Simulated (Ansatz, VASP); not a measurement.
# CoPdO2 in VASP and in Ansatz

```xyz
4
Lattice="1.4317 0.8266 5.9578 -1.4317 0.8266 5.9578 0.0000 -1.6532 5.9578" Properties=species:S:1:pos:R:3 pbc="T T T"
Pd    0.0000    0.0000    0.0000
Co    0.0000    0.0000    8.9367
O     0.0000    0.0000    2.0103
O     0.0000    0.0000   15.8630
```

Alike in both runs: task single point; functional PBE; k mesh 9 × 9 × 9; occupations fermi-dirac, width 0.05 eV; collinear spin; fixed moment 0 μB.

```csv
,VASP,Ansatz
version,VASP 6.6.1,Ansatz 0.2.0
potentials or method,"VASP PAW PBE potentials, release 64 (Pd, Co, O)",Ansatz PAW
plane-wave cutoff (eV),520,420
valence electrons in the cell,31,47
```

Ansatz gave:

```
pressure (GPa)                                                : -0.7
traceless stress, the component that is largest in VASP (GPa) : 0.16
rms of the force components (eV/Å)                            : 0.065
net moment per atom (μB)                                      : 0.00
```

**Question.** What did VASP give for the same quantities?

**Answer.** Pressure (GPa): -0.8; traceless stress, the component that is largest in VASP (GPa): 0.04; rms of the force components (eV/Å): 0.044; net moment per atom (μB): 0.00.

Atom by atom the forces differ by 0.022 eV/Å (rms over components). VASP's potentials hold 31 valence electrons a cell and Ansatz's 47, so a difference there can come from the potentials and not from the codes.
